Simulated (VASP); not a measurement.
# Cu (P-1) in VASP: a series of runs, part 3 of 4

VASP 6.6.1. The steps go on from the part before.

### 4 Single point, r2SCAN

The input, POSCAR:

```
Cu
1.0
   -1.4539857600      1.4643106900      1.3739820400
    1.4487133000     -1.4679854000      1.3723068300
    1.4251542200      1.4391538600     -1.3778349000
Cu
1
Direct
    0.0000000000      0.0000000000      0.0000000000
```

The input, INCAR.step1:

```
  PREC = Accurate
  ENCUT = 520
  ISMEAR = -1
  SIGMA = 0.05
  LREAL = False
  LASPH = True
  NELM = 100
  NBANDS = 12
  GGA = PE
  ALGO = Normal
  EDIFF = 1E-4
  LWAVE = True
  LCHARG = False
```

The input, INCAR.step2:

```
  PREC = Accurate
  ENCUT = 520
  EDIFF = 1E-7
  ISMEAR = -1
  SIGMA = 0.05
  LREAL = False
  LASPH = True
  NELM = 100
  ALGO = Normal
  ISIF = 2
  LWAVE = False
  LCHARG = True
  METAGGA = R2SCAN
  LMIXTAU = True
  LELF = True
  LVHAR = True
  NBANDS = 12
  ISTART = 1
```

The input, KPOINTS:

```
regular mesh
0
Gamma
  10 10 9
```

Potentials or basis: VASP PAW PBE potentials, release 64 (Cu).

Run with:

```bash
$ cat potpaw_PBE.64/Cu/POTCAR > POTCAR
$ cp INCAR.step1 INCAR
$ mpirun -np 1 vasp_std > vasp.out
$ cp INCAR.step2 INCAR
$ mpirun -np 1 vasp_std > vasp.out
```

OUTCAR:

```text
PREC = Accurate
   ENCUT = 520
   EDIFF = 1E-7
   ISMEAR = -1
   LREAL = False
   LASPH = True
   NELM = 100
   ISIF = 2
   METAGGA = R2SCAN
   ISTART = 1

 ion  position               nearest neighbor table
   1  0.000  0.000  0.000-

  LATTYP: Found a triclinic cell.
 ALAT       =     2.4772923517
 B/A-ratio  =     2.6362230149
 C/A-ratio  =     1.1085879257
 COS(alpha) =     0.0006673352
 COS(beta)  =     0.5536229994
 COS(gamma) =     0.7922115085

  Lattice vectors:

 A1 = (  -1.4487133000,   1.4679854000,  -1.3723068300)
 A2 = (  -2.9315306000,   5.8357606400,  -0.0021776500)
 A3 = (   0.0052724600,   0.0036747100,  -2.7462888700)

Analysis of symmetry for initial positions (statically):
=====================================================================
 Subroutine PRICEL returns:
 Original cell was already a primitive cell.

 Routine SETGRP: Setting up the symmetry group for a
 triclinic supercell.

 Subroutine GETGRP returns: Found  2 space group operations
 (whereof  2 operations were pure point group operations)
 out of a pool of  2 trial point group operations.

The static configuration has the point symmetry S_2 .

Analysis of symmetry for dynamics (positions and initial velocities):
=====================================================================
 Subroutine PRICEL returns:
 Original cell was already a primitive cell.

 Routine SETGRP: Setting up the symmetry group for a
 triclinic supercell.

 Subroutine GETGRP returns: Found  2 space group operations
 (whereof  2 operations were pure point group operations)
 out of a pool of  2 trial point group operations.

The dynamic configuration has the point symmetry S_2 .

 Subroutine INISYM returns: Found  2 space group operations
 (whereof  2 operations are pure point group operations),
 and found     1 'primitive' translations

----------------------------------------------------------------------------------------

                                     Primitive cell

  volume of cell :      11.4565

  direct lattice vectors                    reciprocal lattice vectors
    -1.453985760  1.464310690  1.373982040     0.004161885  0.344941265  0.364597298
     1.448713300 -1.467985400  1.372306830     0.348704468  0.003946740  0.364802496
     1.425154220  1.439153860 -1.377834900     0.351455663  0.347907606  0.001140264

  length of vectors
     2.479134331  2.477292352  2.449623929     0.501929266  0.504669440  0.494532189

  position of ions in fractional coordinates (direct lattice)
     0.000000000  0.000000000  0.000000000

  ion indices of the primitive-cell ions
   primitive index   ion index
                 1           1

----------------------------------------------------------------------------------------

 KPOINTS: regular mesh

Automatic generation of k-mesh.
 Grid dimensions read from file:
 generate k-points for:   10   10    9

 Generating k-lattice:

  Cartesian coordinates                     Fractional coordinates (reciprocal lattice)
     0.000416189  0.034494127  0.036459730     0.100000000 -0.000000000  0.000000000
     0.034870447  0.000394674  0.036480250    -0.000000000  0.100000000  0.000000000
     0.039050629  0.038656401  0.000126696    -0.000000000  0.000000000  0.111111111

  Length of vectors
     0.050192927  0.050466944  0.054948021

  Shift w.r.t. Gamma in fractional coordinates (k-lattice)
     0.000000000  0.000000000  0.000000000

 Subroutine IBZKPT returns following result:
 ===========================================

 Found    452 irreducible k-points:

 Following reciprocal coordinates:
            Coordinates               Weight
  0.000000  0.000000  0.000000      1.000000
  0.100000 -0.000000 -0.000000      2.000000
  0.200000 -0.000000 -0.000000      2.000000
  0.300000 -0.000000 -0.000000      2.000000
  0.400000  0.000000 -0.000000      2.000000
  0.500000 -0.000000 -0.000000      1.000000
[... 16 lines left out ...]
 -0.400000  0.200000  0.000000      2.000000
 -0.300000  0.200000 -0.000000      2.000000
 [... further k-points ...]
   k-points           NKPTS =    452   k-points in BZ     NKDIM =    452   number of bands    NBANDS=     12
   number of dos      NEDOS =    301   number of ions     NIONS =      1
   total plane-waves  NPLWV =   5832
   dimension x,y,z NGX =    18 NGY =   18 NGZ =   18
   dimension x,y,z NGXF=    36 NGYF=   36 NGZF=   36
   ions per type =               1
   NGX,Y,Z   is equivalent  to a cutoff of  12.07, 12.08, 12.22 a.u.
   NGXF,Y,Z  is equivalent  to a cutoff of  24.14, 24.16, 24.43 a.u.
 SYSTEM =  unknown system
   PREC   = accura    normal or accurate (medium, high low for compatibility)
   ISTART =      1    job   : 0-new  1-cont  2-samecut
   ICHARG =      0    charge: 1-file 2-atom 10-const
   ISPIN  =      1    spin polarized calculation?
   LNONCOLLINEAR =      F non collinear calculations
   LSORBIT =      F    spin-orbit coupling
   LASPH  =      T    aspherical Exc in radial PAW
   ENCUT  =  520.0 eV  38.22 Ry    6.18 a.u.   4.61  4.61  4.55*2*pi/ulx,y,z
   NELM   =    100;   NELMIN=  2; NELMDL=  0     # of ELM steps
   EDIFF  = 0.1E-06   stopping-criterion for ELM
   LREAL  =      F    real-space projection
   EDIFFG = 0.1E-05   stopping-criterion for IOM
   NSW    =      0    number of steps for IOM
   IBRION =     -1    ionic relax: 0-MD 1-quasi-New 2-CG
   NFREE  =      0    steps in history (QN), initial steepest desc. (CG)
   ISIF   =      2    stress and relaxation
   ISYM   =      2    0-nonsym 1-usesym 2-fastsym
   POTIM  = 0.5000    time-step for ionic-motion
   TEBEG  =    0.0;   TEEND  =   0.0 temperature during run
   PSTRESS=    0.0 pullay stress
   NELECT =      11.0000    total number of electrons
   NUPDOWN=      -1.0000    fix difference up-down
   EMIN   =  10.00;   EMAX   =-10.00  energy-range for DOS
   EFERMI =   0.00;   METHOD = LEGACY
   ISMEAR =    -1;   SIGMA  =   0.05  broadening in eV -4-tet -1-fermi 0-gaus
   EFERMI_NEDOS =   21; number of points for ismear=-14 and -15
   IALGO  =     38    algorithm
   IMIX   =      4    mixing-type and parameters
     AMIX     =   0.40;   BMIX     =  1.00
     AMIX_MAG =   1.60;   BMIX_MAG =  1.00
  volume/ion in A,a.u.               =      11.46        77.31
  Fermi-wavevector in a.u.,A,eV,Ry     =   1.615057  3.052015 35.489549  2.608408
  Thomas-Fermi vector in A             =   2.709866
   LORBIT       =      0    0 simple, 1 ext, 2 COOP (PROOUT), +10 PAW based schemes
   METAGGA = R2SCAN    functional components
   LHFCALC =     F    Hartree Fock is set to
   AEXX    =    0.0000 exact exchange contribution
   IVDW    =     0    specifies the selected vdW correction
   LEPSILON=     F    determine dielectric tensor
   LRPA    =     F    only Hartree local field effects (RPA)
 non-spin polarized calculation
  energy-cutoff  :      520.00
  volume of cell :       11.46
 maximum number of plane-waves:       325
   NGX =  9   NGY =  9   NGZ =  9

 number of electron      11.0000002 magnetization

 Free energy of the ion-electron system (eV)
  ---------------------------------------------------
  ext. energy  EPLUGINS =         0.00000000
  ---------------------------------------------------
  free energy    TOTEN  =       -10.78878019 eV

  energy without entropy =      -10.78610867  energy(sigma->0) =      -10.78744443

 E-fermi :   7.8185     XC(G=0): -13.9545

 val. band max:        7.8087424396   @ k =   0.4000   0.1000  -0.0000
 cond. band min:       7.8220907240   @ k =   0.1000   0.5000   0.4444
 fundamental gap:      0.0133482845
 Fermi energy:         7.8184531160

 k-point     1 :       0.0000    0.0000    0.0000
  band No.  band energies     occupation
      1      -2.1306      2.00000
      2       4.3256      2.00000
      3       4.4708      2.00000
      4       4.6101      2.00000
      5       5.3991      2.00000
      6       5.6163      2.00000
      7      33.1190      0.00000
      8      33.9940      0.00000
      9      34.9974      0.00000
     10      37.4380      0.00000
     11      37.8439      0.00000
     12      38.4278      0.00000
[... 331 lines left out ...]
 k-point    24 :      -0.3000    0.2000   -0.0000
  band No.  band energies     occupation
      1       0.3937      2.00000
      2       4.1377      2.00000
      3       4.1824      2.00000
      4       5.2407      2.00000
      5       5.5215      2.00000
      6       5.6437      2.00000
      7      21.3553      0.00000
      8      26.6948      0.00000
      9      30.0993      0.00000
     10      33.9671      0.00000
     11      36.9781      0.00000
     12      38.6321      0.00000

 [... further k-points ...]

------------------------ aborting loop because EDIFF is reached ----------------------------------------

  FORCE on cell =-STRESS in cart. coord.  units (eV):
  Direction    XX          YY          ZZ          XY          YZ          ZX
  --------------------------------------------------------------------------------------
  -------------------------------------------------------------------------------------
  Total        0.0628683      0.0801398      0.0611149      0.1275689     -0.0439876     -0.0453600
  in kB        8.7920198     11.2074034      8.5468069     17.8402729     -6.1515789     -6.3435103
  external PRESSURE =       9.5154101 kB  Pullay stress =       0.0000000 kB

 VOLUME and BASIS-vectors are now :
 -----------------------------------------------------------------------------
  energy-cutoff  :      520.00
  volume of cell :       11.46
      direct lattice vectors                 reciprocal lattice vectors
    -1.453985760  1.464310690  1.373982040     0.004161885  0.344941265  0.364597298
     1.448713300 -1.467985400  1.372306830     0.348704468  0.003946740  0.364802496
     1.425154220  1.439153860 -1.377834900     0.351455663  0.347907606  0.001140264

 POSITION                                       TOTAL-FORCE (eV/Angst)
 -----------------------------------------------------------------------------------
      0.00000      0.00000      0.00000         0.000000      0.000000     -0.000000
 -----------------------------------------------------------------------------------
    total drift:                                0.000000      0.000000      0.000000

  FREE ENERGIE OF THE ION-ELECTRON SYSTEM (eV)
  ---------------------------------------------------
  free  energy   TOTEN  =       -10.7887801941 eV

  energy  without entropy=      -10.7861086692  energy(sigma->0) =      -10.78744443
```

OUTCAR.step1:

```text
PREC = Accurate
   ENCUT = 520
   ISMEAR = -1
   LREAL = False
   LASPH = True
   NELM = 100
[... 579 lines left out ...]
 POSITION                                       TOTAL-FORCE (eV/Angst)
 -----------------------------------------------------------------------------------
      0.00000      0.00000      0.00000         0.000000      0.000000     -0.000000
 -----------------------------------------------------------------------------------
    total drift:                                0.000000      0.000000      0.000000

  FREE ENERGIE OF THE ION-ELECTRON SYSTEM (eV)
  ---------------------------------------------------
  free  energy   TOTEN  =        -3.6759383201 eV

  energy  without entropy=       -3.6730240522  energy(sigma->0) =       -3.67448119
```

OSZICAR.step1:

```text
N       E                     dE             d eps       ncg     rms          rms(c)
DAV:   1     0.425805873524E+02    0.42581E+02   -0.54325E+03 12076   0.155E+03
DAV:   2    -0.328619182841E+01   -0.45867E+02   -0.42489E+02 11292   0.206E+02
DAV:   3    -0.457978705025E+01   -0.12936E+01   -0.12856E+01 12476   0.393E+01
DAV:   4    -0.458753329167E+01   -0.77462E-02   -0.77450E-02 12152   0.271E+00
DAV:   5    -0.458760559414E+01   -0.72302E-04   -0.72301E-04 12536   0.265E-01    0.763E+00
DAV:   6    -0.402061190120E+01    0.56699E+00   -0.13385E+01 12684   0.706E+01    0.368E+00
DAV:   7    -0.369027516762E+01    0.33034E+00   -0.20834E+00 12756   0.276E+01    0.654E-01
DAV:   8    -0.367683930925E+01    0.13436E-01   -0.57554E-03 14052   0.783E-01    0.224E-01
DAV:   9    -0.367593616297E+01    0.90315E-03   -0.53059E-03 12256   0.126E+00    0.297E-02
DAV:  10    -0.367593832014E+01   -0.21572E-05   -0.30296E-05  7652   0.103E-01
   1 F= -.36759383E+01 E0= -.36744812E+01  d E =-.291427E-02
```

Wall time 1.7 min (1 thread of Intel Xeon 6975P-C (Granite Rapids), shared host); peak memory 0.17 GiB.

Results:

| Item | Value |
| --- | --- |
| Free energy | -10.7888 eV |
| Pressure | 1.0 GPa |
| Band gap on the k mesh | zero (an odd number of electrons rules out a gap without spin polarisation) |

Levels at points of the mesh, in eV from the Fermi level:
```tsv
k point	band 4	band 5	band 6	band 7	band 8	band 9
(0.00, 0.00, 0.00)	-3.21	-2.42	-2.20	25.30	26.18	27.18
(0.50, 0.00, 0.00)	-2.09	-1.51	-0.60	4.90	17.98	18.65
(0.00, 0.50, 0.00)	-2.09	-1.50	-0.51	5.02	17.67	18.36
(0.50, 0.50, 0.00)	-2.20	-1.56	-1.15	4.12	19.54	20.18
```

Caveat: the PAW data sets were made with another functional, which shifts forces and pressure a little.

(Continued in part 4 of 4.)
